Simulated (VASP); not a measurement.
# ZnSe (P4/nmm) in VASP: further runs

Runs on ZnSe. Level: PBEsol. Tasks: single point.

Program: VASP 6.6.1. These are calculated values, not measurements. Logs are shortened: lines on timing, memory, paths and dates and some standing lists are left out, and cuts for length are marked.

**1. The cell of the first run**

The structure is tetragonal, space group P4/nmm (No. 129). Conventional cell: a = 3.829 Å, b = 3.829 Å, c = 5.258 Å, α = 90.00°, β = 90.00°, γ = 90.00°. Zn (site symmetry -4m2) has 4 Se at 2.50 Å and 4 Zn at 2.71 Å within 3.3 Å. Se (site symmetry 4mm) has 4 Zn at 2.50 Å and 4 Se at 3.40 Å within 3.5 Å.

**2. Single point, PBEsol (atoms shifted along a free coordinate)**

Contents of INCAR:

```
SYSTEM = ZnSe
PREC = Accurate ; ENCUT = 520
EDIFF = 1E-6 ; ISMEAR = 0
SIGMA = 0.05 ; LREAL = .False.
LASPH = .True. ; NELM = 100
ALGO = Normal ; ISIF = 2
LWAVE = .False. ; LCHARG = .False.
GGA = PS ; NBANDS = 26
```

Contents of KPOINTS:

```
Automatic mesh
0
Gamma
  8 8 6
  0 0 0
```

Contents of POSCAR:

```
ZnSe
1.0
    3.8287309347      0.0000000000      0.0000000000
    0.0000000000      3.8287309347      0.0000000000
    0.0000000000      0.0000000000      5.2575926485
Zn Se
2 2
Direct
    0.0000000000      0.0000000000      0.0000000000
    0.5000000000      0.5000000000      0.0000000000
    0.0000000000      0.5000000000      0.3043429689
    0.5000000000      0.0000000000      0.6956570311
```

Potentials or basis: VASP PAW PBE potentials, release 64 (Zn, Se).

Run with:

```bash
$ cat potpaw_PBE.64/Zn/POTCAR potpaw_PBE.64/Se/POTCAR > POTCAR
$ mpirun -np 1 vasp_std > vasp.out
```

OUTCAR:

```text
SYSTEM = ZnSe
   PREC = Accurate
   ENCUT = 520
   EDIFF = 1E-6
   ISMEAR = 0
   LREAL = .False.
   LASPH = .True.
   NELM = 100
   ISIF = 2
   GGA = PS

 ion  position               nearest neighbor table
   1  0.000  0.000  0.000-   3 2.50   4 2.50   3 2.50   4 2.50   2 2.71   2 2.71   2 2.71   2 2.71

   2  0.500  0.500  0.000-   3 2.50   4 2.50   4 2.50   3 2.50   1 2.71   1 2.71   1 2.71   1 2.71

   3  0.000  0.500  0.304-   1 2.50   2 2.50   1 2.50   2 2.50
   4  0.500  0.000  0.696-   1 2.50   2 2.50   2 2.50   1 2.50

  LATTYP: Found a simple tetragonal cell.
 ALAT       =     3.8287309347
 C/A-ratio  =     1.3731946011

  Lattice vectors:

 A1 = (   3.8287309347,   0.0000000000,   0.0000000000)
 A2 = (   0.0000000000,   3.8287309347,   0.0000000000)
 A3 = (   0.0000000000,   0.0000000000,   5.2575926485)

Analysis of symmetry for initial positions (statically):
=====================================================================
 Subroutine PRICEL returns:
 Original cell was already a primitive cell.

 Routine SETGRP: Setting up the symmetry group for a
 simple tetragonal supercell.

 Subroutine GETGRP returns: Found 16 space group operations
 (whereof  8 operations were pure point group operations)
 out of a pool of 16 trial point group operations.

The static configuration has the point symmetry D_2d.
 The point group associated with its full space group is D_4h.

Analysis of symmetry for dynamics (positions and initial velocities):
=====================================================================
 Subroutine PRICEL returns:
 Original cell was already a primitive cell.

 Routine SETGRP: Setting up the symmetry group for a
 simple tetragonal supercell.

 Subroutine GETGRP returns: Found 16 space group operations
 (whereof  8 operations were pure point group operations)
 out of a pool of 16 trial point group operations.

The dynamic configuration has the point symmetry D_2d.
 The point group associated with its full space group is D_4h.

 Subroutine INISYM returns: Found 16 space group operations
 (whereof  8 operations are pure point group operations),
 and found     1 'primitive' translations

----------------------------------------------------------------------------------------

                                     Primitive cell

  volume of cell :      77.0720

  direct lattice vectors                    reciprocal lattice vectors
     3.828730935  0.000000000  0.000000000     0.261183148  0.000000000  0.000000000
     0.000000000  3.828730935  0.000000000     0.000000000  0.261183148  0.000000000
     0.000000000  0.000000000  5.257592649     0.000000000  0.000000000  0.190201118

  length of vectors
     3.828730935  3.828730935  5.257592649     0.261183148  0.261183148  0.190201118

  position of ions in fractional coordinates (direct lattice)
     0.000000000  0.000000000  0.000000000
     0.500000000  0.500000000  0.000000000
     0.000000000  0.500000000  0.304342969
     0.500000000  0.000000000  0.695657031

  ion indices of the primitive-cell ions
   primitive index   ion index
                 1           1
                 2           2
                 3           3
                 4           4

----------------------------------------------------------------------------------------

 KPOINTS: Automatic mesh

Automatic generation of k-mesh.
 Grid dimensions read from file:
 generate k-points for:    8    8    6

 Generating k-lattice:

  Cartesian coordinates                     Fractional coordinates (reciprocal lattice)
     0.032647894  0.000000000  0.000000000     0.125000000  0.000000000  0.000000000
     0.000000000  0.032647894  0.000000000     0.000000000  0.125000000  0.000000000
     0.000000000  0.000000000  0.031700186     0.000000000  0.000000000  0.166666667

  Length of vectors
     0.032647894  0.032647894  0.031700186

  Shift w.r.t. Gamma in fractional coordinates (k-lattice)
     0.000000000  0.000000000  0.000000000

 Subroutine IBZKPT returns following result:
 ===========================================

 Found     60 irreducible k-points:

 Following reciprocal coordinates:
            Coordinates               Weight
  0.000000  0.000000  0.000000      1.000000
  0.125000  0.000000  0.000000      4.000000
  0.250000  0.000000  0.000000      4.000000
  0.375000  0.000000  0.000000      4.000000
  0.500000  0.000000  0.000000      2.000000
  0.125000  0.125000  0.000000      4.000000
[... 16 lines left out ...]
  0.375000  0.125000  0.166667     16.000000
  0.500000  0.125000  0.166667      8.000000
 [... further k-points ...]
   k-points           NKPTS =     60   k-points in BZ     NKDIM =     60   number of bands    NBANDS=     26
   number of dos      NEDOS =    301   number of ions     NIONS =      4
   total plane-waves  NPLWV =  31360
   dimension x,y,z NGX =    28 NGY =   28 NGZ =   40
   dimension x,y,z NGXF=    56 NGYF=   56 NGZF=   80
   ions per type =               2   2
   NGX,Y,Z   is equivalent  to a cutoff of  12.16, 12.16, 12.65 a.u.
   NGXF,Y,Z  is equivalent  to a cutoff of  24.32, 24.32, 25.30 a.u.
 SYSTEM =  ZnSe
   PREC   = accura    normal or accurate (medium, high low for compatibility)
   ISTART =      0    job   : 0-new  1-cont  2-samecut
   ICHARG =      2    charge: 1-file 2-atom 10-const
   ISPIN  =      1    spin polarized calculation?
   LNONCOLLINEAR =      F non collinear calculations
   LSORBIT =      F    spin-orbit coupling
   LASPH  =      T    aspherical Exc in radial PAW
   ENCUT  =  520.0 eV  38.22 Ry    6.18 a.u.   7.12  7.12  9.78*2*pi/ulx,y,z
   NELM   =    100;   NELMIN=  2; NELMDL= -5     # of ELM steps
   EDIFF  = 0.1E-05   stopping-criterion for ELM
   LREAL  =      F    real-space projection
   EDIFFG = 0.1E-04   stopping-criterion for IOM
   NSW    =      0    number of steps for IOM
   IBRION =     -1    ionic relax: 0-MD 1-quasi-New 2-CG
   NFREE  =      0    steps in history (QN), initial steepest desc. (CG)
   ISIF   =      2    stress and relaxation
   ISYM   =      2    0-nonsym 1-usesym 2-fastsym
   POTIM  = 0.5000    time-step for ionic-motion
   TEBEG  =    0.0;   TEEND  =   0.0 temperature during run
   PSTRESS=    0.0 pullay stress
   NELECT =      36.0000    total number of electrons
   NUPDOWN=      -1.0000    fix difference up-down
   EMIN   =  10.00;   EMAX   =-10.00  energy-range for DOS
   EFERMI =   0.00;   METHOD = LEGACY
   ISMEAR =     0;   SIGMA  =   0.05  broadening in eV -4-tet -1-fermi 0-gaus
   EFERMI_NEDOS =   21; number of points for ismear=-14 and -15
   IALGO  =     38    algorithm
   IMIX   =      4    mixing-type and parameters
     AMIX     =   0.40;   BMIX     =  1.00
     AMIX_MAG =   1.60;   BMIX_MAG =  1.00
  volume/ion in A,a.u.               =      19.27       130.03
  Fermi-wavevector in a.u.,A,eV,Ry     =   1.270214  2.400356 21.952222  1.613443
  Thomas-Fermi vector in A             =   2.403213
   LORBIT       =      0    0 simple, 1 ext, 2 COOP (PROOUT), +10 PAW based schemes
   GGA     = PS    functional components
   LHFCALC =     F    Hartree Fock is set to
   AEXX    =    0.0000 exact exchange contribution
   IVDW    =     0    specifies the selected vdW correction
   LEPSILON=     F    determine dielectric tensor
   LRPA    =     F    only Hartree local field effects (RPA)
 non-spin polarized calculation
 Gauss-broadening in eV      SIGMA  =   0.05
  energy-cutoff  :      520.00
  volume of cell :       77.07
 maximum number of plane-waves:      2096
   NGX = 15   NGY = 15   NGZ = 19

 number of electron      35.9999990 magnetization

 Free energy of the ion-electron system (eV)
  ---------------------------------------------------
  ext. energy  EPLUGINS =         0.00000000
  ---------------------------------------------------
  free energy    TOTEN  =       -12.65195192 eV

  energy without entropy =      -12.65195192  energy(sigma->0) =      -12.65195192

 E-fermi :   3.5572     XC(G=0): -10.4411

 val. band max:        3.3433938290   @ k =   0.0000   0.0000   0.0000
 cond. band min:       4.5723508080   @ k =   0.0000   0.0000   0.0000
 fundamental gap:      1.2289569790
 Fermi energy:         3.5571646862

 k-point     1 :       0.0000    0.0000    0.0000
  band No.  band energies     occupation
      1     -11.1473      2.00000
      2      -9.4115      2.00000
      3      -4.7017      2.00000
      4      -4.5129      2.00000
      5      -4.3057      2.00000
      6      -4.2823      2.00000
[... 18 lines left out ...]
     25      13.1318      0.00000
     26      13.8873      0.00000

 k-point     2 :       0.1250    0.0000    0.0000
  band No.  band energies     occupation
      1     -11.0517      2.00000
      2      -9.4227      2.00000
      3      -4.6250      2.00000
      4      -4.4871      2.00000
      5      -4.2860      2.00000
      6      -4.2815      2.00000
[... 18 lines left out ...]
     25      12.9033      0.00000
     26      13.4481      0.00000

 k-point     3 :       0.2500    0.0000    0.0000
  band No.  band energies     occupation
      1     -10.7822      2.00000
      2      -9.4847      2.00000
      3      -4.4299      2.00000
      4      -4.4089      2.00000
      5      -4.2594      2.00000
      6      -4.2291      2.00000
[... 18 lines left out ...]
     25      11.5524      0.00000
     26      12.8161      0.00000

 k-point     4 :       0.3750    0.0000    0.0000
  band No.  band energies     occupation
      1     -10.3941      2.00000
      2      -9.6611      2.00000
      3      -4.2792      2.00000
      4      -4.2627      2.00000
      5      -4.1482      2.00000
      6      -4.1149      2.00000
[... 18 lines left out ...]
     25      11.8354      0.00000
     26      11.8393      0.00000
[... 496 lines left out ...]
      1     -10.6215      2.00000
      2      -9.5651      2.00000
      3      -4.5001      2.00000
      4      -4.3793      2.00000
      5      -4.2025      2.00000
      6      -4.1967      2.00000
[... 18 lines left out ...]
     25      10.4373      0.00000
     26      12.7014      0.00000

 k-point    23 :       0.3750    0.1250    0.1667
  band No.  band energies     occupation
      1     -10.2685      2.00000
      2      -9.6678      2.00000
      3      -4.4066      2.00000
      4      -4.2513      2.00000
      5      -4.1152      2.00000
      6      -4.0323      2.00000
[... 18 lines left out ...]
     25      12.3719      0.00000
     26      12.5219      0.00000

 k-point    24 :       0.5000    0.1250    0.1667
  band No.  band energies     occupation
      1      -9.9149      2.00000
      2      -9.9149      2.00000
      3      -4.2416      2.00000
      4      -4.2416      2.00000
      5      -4.0980      2.00000
      6      -4.0980      2.00000
[... 18 lines left out ...]
     25      12.2051      0.00000
     26      12.2051      0.00000

 [... further k-points ...]

------------------------ aborting loop because EDIFF is reached ----------------------------------------

  FORCE on cell =-STRESS in cart. coord.  units (eV):
  Direction    XX          YY          ZZ          XY          YZ          ZX
  --------------------------------------------------------------------------------------
  -------------------------------------------------------------------------------------
  Total        3.0413613      3.0413613      0.2456011      0.0000000      0.0000000     -0.0000000
  in kB       63.2239997     63.2239997      5.1055707      0.0000000      0.0000000     -0.0000000
  external PRESSURE =      43.8511900 kB  Pullay stress =       0.0000000 kB

 VOLUME and BASIS-vectors are now :
 -----------------------------------------------------------------------------
  energy-cutoff  :      520.00
  volume of cell :       77.07
      direct lattice vectors                 reciprocal lattice vectors
     3.828730935  0.000000000  0.000000000     0.261183148  0.000000000  0.000000000
     0.000000000  3.828730935  0.000000000     0.000000000  0.261183148  0.000000000
     0.000000000  0.000000000  5.257592649     0.000000000  0.000000000  0.190201118

 POSITION                                       TOTAL-FORCE (eV/Angst)
 -----------------------------------------------------------------------------------
      0.00000      0.00000      0.00000         0.000000      0.000000      0.000000
      1.91437      1.91437      0.00000        -0.000000     -0.000000      0.000000
      0.00000      1.91437      1.60011         0.000000      0.000000     -0.571583
      1.91437      0.00000      3.65748         0.000000     -0.000000      0.571583
 -----------------------------------------------------------------------------------
    total drift:                                0.000000      0.000000     -0.000000

  FREE ENERGIE OF THE ION-ELECTRON SYSTEM (eV)
  ---------------------------------------------------
  free  energy   TOTEN  =       -12.6519519231 eV

  energy  without entropy=      -12.6519519231  energy(sigma->0) =      -12.65195192
```

Wall time 31 s (1 thread of Intel Xeon 6975P-C (Granite Rapids), shared host); peak memory 0.24 GiB.

Results:

```
Free energy            : -12.6520 eV
Pressure               : 4.4 GPa
Largest force          : 0.572 eV/Å
Band gap on the k mesh : 1.23 eV
```

Forces in eV/Å, atoms in the order of the input:
```
Zn   0.000  0.000  0.000
Zn   0.000  0.000  0.000
Se   0.000  0.000 -0.572
Se   0.000  0.000  0.572
```

Caveat: the cell differs from its parent crystal (atoms shifted along a free coordinate); the cell stands under pressure; the PAW data sets were made with another functional, which shifts forces and pressure a little. A k mesh can miss the band edges.

**3. Single point, PBEsol (atoms shifted along a free coordinate)**

Contents of INCAR:

```
SYSTEM = ZnSe
PREC = Accurate
ENCUT = 520
EDIFF = 1E-6
ISMEAR = 0
SIGMA = 0.05
LREAL = .False.
LASPH = .True.
NELM = 80
ALGO = Normal
ISIF = 2
LWAVE = .False.
LCHARG = .False.
GGA = PS
NBANDS = 26
```

Contents of KPOINTS:

```
regular mesh
0
Gamma
  8 8 6
  0 0 0
```

Edit POSCAR of step 2 so:

```diff
@@ -10,3 +10,3 @@
     0.5000000000      0.5000000000      0.0000000000
-    0.0000000000      0.5000000000      0.3043429689
-    0.5000000000      0.0000000000      0.6956570311
+    0.0000000000      0.5000000000      0.2681677050
+    0.5000000000      0.0000000000      0.7318322950
```

Potentials or basis: VASP PAW PBE potentials, release 64 (Zn, Se).

Run with:

```bash
$ cat potpaw_PBE.64/Zn/POTCAR potpaw_PBE.64/Se/POTCAR > POTCAR
$ mpirun -np 1 vasp_std > vasp.out
```

OUTCAR:

```text
SYSTEM = ZnSe
   PREC = Accurate
   ENCUT = 520
   EDIFF = 1E-6
   ISMEAR = 0
   LREAL = .False.
   LASPH = .True.
   NELM = 80
   ISIF = 2
   GGA = PS

 ion  position               nearest neighbor table
   1  0.000  0.000  0.000-   3 2.38   4 2.38   3 2.38   4 2.38   2 2.71   2 2.71   2 2.71   2 2.71

   2  0.500  0.500  0.000-   3 2.38   4 2.38   4 2.38   3 2.38   1 2.71   1 2.71   1 2.71   1 2.71

   3  0.000  0.500  0.268-   1 2.38   2 2.38   1 2.38   2 2.38
   4  0.500  0.000  0.732-   1 2.38   2 2.38   2 2.38   1 2.38

  LATTYP: Found a simple tetragonal cell.
[... 898 lines left out ...]
  --------------------------------------------------------------------------------------
  -------------------------------------------------------------------------------------
  Total        6.9535466      6.9535466      6.3939949      0.0000000      0.0000000     -0.0000000
  in kB      144.5507413    144.5507413    132.9187479      0.0000000      0.0000000     -0.0000000
  external PRESSURE =     140.6734102 kB  Pullay stress =       0.0000000 kB

 VOLUME and BASIS-vectors are now :
 -----------------------------------------------------------------------------
  energy-cutoff  :      520.00
  volume of cell :       77.07
      direct lattice vectors                 reciprocal lattice vectors
     3.828730935  0.000000000  0.000000000     0.261183148  0.000000000  0.000000000
     0.000000000  3.828730935  0.000000000     0.000000000  0.261183148  0.000000000
     0.000000000  0.000000000  5.257592649     0.000000000  0.000000000  0.190201118

 POSITION                                       TOTAL-FORCE (eV/Angst)
 -----------------------------------------------------------------------------------
      0.00000      0.00000      0.00000         0.000000      0.000000      0.000000
      1.91437      1.91437      0.00000        -0.000000     -0.000000      0.000000
      0.00000      1.91437      1.40992         0.000000     -0.000000      1.998670
      1.91437      0.00000      3.84768         0.000000      0.000000     -1.998670
 -----------------------------------------------------------------------------------
    total drift:                                0.000000      0.000000     -0.000000

  FREE ENERGIE OF THE ION-ELECTRON SYSTEM (eV)
  ---------------------------------------------------
  free  energy   TOTEN  =       -12.4006620773 eV

  energy  without entropy=      -12.4006620773  energy(sigma->0) =      -12.40066208
```

stdout:

```text
POSCAR found type information on POSCAR ZnSe
 POSCAR found :  2 types and       4 ions
 scaLAPACK will be used
 -----------------------------------------------------------------------------
|                                                                             |
|                                                                             |
|     You enforced a specific xc type in the INCAR file but a different       |
|     I HOPE YOU KNOW WHAT YOU ARE DOING!                                     |
|                                                                             |
 -----------------------------------------------------------------------------

 LDA part: xc-table for (Slater+PW92), standard interpolation
 POSCAR, INCAR and KPOINTS ok, starting setup
 FFT: planning ... GRIDC
 FFT: planning ... GRID_SOFT
 FFT: planning ... GRID
 WAVECAR not read
 entering main loop
```

Wall time 32 s (1 thread of Intel Xeon 6975P-C (Granite Rapids), shared host); peak memory 0.24 GiB.

Results:

| Property | Result |
| --- | --- |
| Free energy | -12.4007 eV |
| Pressure | 14.1 GPa |
| Largest force | 1.999 eV/Å |
| Band gap on the k mesh | 1.88 eV |

Forces on the atoms (eV/Å):
```
Zn   0.000  0.000  0.000
Zn   0.000  0.000  0.000
Se   0.000  0.000  1.999
Se   0.000  0.000 -1.999
```

Caveat: the cell differs from its parent crystal (atoms shifted along a free coordinate); the cell stands under pressure; the PAW data sets were made with another functional, which shifts forces and pressure a little.

**4. Single point, PBEsol (atoms shifted along a free coordinate)**

Contents of INCAR:

```
SYSTEM = ZnSe
  PREC = Accurate
  ENCUT = 520
  EDIFF = 1E-7
  ISMEAR = 0
  SIGMA = 0.05
  LREAL = .False.
  LASPH = .True.
  NELM = 100
  ALGO = Normal
  ISIF = 2
  LWAVE = .False.
  LCHARG = .False.
  GGA = PS
  NBANDS = 26
```

KPOINTS is that of step 3.

Contents of POSCAR:

```
ZnSe
1.0
    3.8967330728      0.0000000000      0.0000000000
    0.0000000000      3.8967330728      0.0000000000
    0.0000000000      0.0000000000      5.3509728174
Zn Se
2 2
Direct
    0.0000000000      0.0000000000      0.0000000000
    0.5000000000      0.5000000000      0.0000000000
    0.0000000000      0.5000000000      0.2862553369
    0.5000000000      0.0000000000      0.7137446631
```

Run with:

```bash
$ cat potpaw_PBE.64/Zn/POTCAR potpaw_PBE.64/Se/POTCAR > POTCAR
$ mpirun -np 1 vasp_std > vasp.out
```

Wall time 45 s (1 thread of Intel Xeon 6975P-C (Granite Rapids), shared host); peak memory 0.24 GiB.

The run converged. Its results:

```
Free energy            : -12.8069 eV
Pressure               : 3.7 GPa
Largest force          : 0.022 eV/Å
Band gap on the k mesh : 1.54 eV
```

Forces on the atoms (eV/Å):
```
Zn   0.000  0.000  0.000
Zn   0.000  0.000  0.000
Se   0.000  0.000  0.022
Se   0.000  0.000 -0.022
```

Stress tensor (GPa, compression positive):
```
4.56 0.00 0.00
0.00 4.56 0.00
0.00 0.00 1.87
```

Levels at points of the mesh, in eV from the valence-band top:
```tsv
k point	band 15	band 16	band 17	band 18	band 19	band 20	band 21	band 22
(0.00, 0.00, 0.00)	-2.84	-0.51	0.00	0.00	1.54	1.93	2.60	5.06
(0.50, 0.00, 0.00)	-2.78	-2.78	-1.12	-1.12	3.79	3.79	5.06	5.06
(0.50, 0.50, 0.00)	-2.88	-2.88	-2.48	-2.48	2.23	2.23	2.52	2.52
(0.00, 0.00, 0.50)	-2.30	-2.09	-0.98	-0.98	2.32	3.22	4.37	4.38
(0.50, 0.00, 0.50)	-1.02	-1.02	-0.96	-0.96	2.17	2.17	5.57	5.57
(0.50, 0.50, 0.50)	-3.79	-3.79	-3.51	-3.51	4.64	4.64	5.13	5.13
```

Caveat: the cell differs from its parent crystal (atoms shifted along a free coordinate); the cell stands under pressure; the PAW data sets were made with another functional, which shifts forces and pressure a little. A k mesh can miss the band edges.

(Continued in part 2 of 2.)
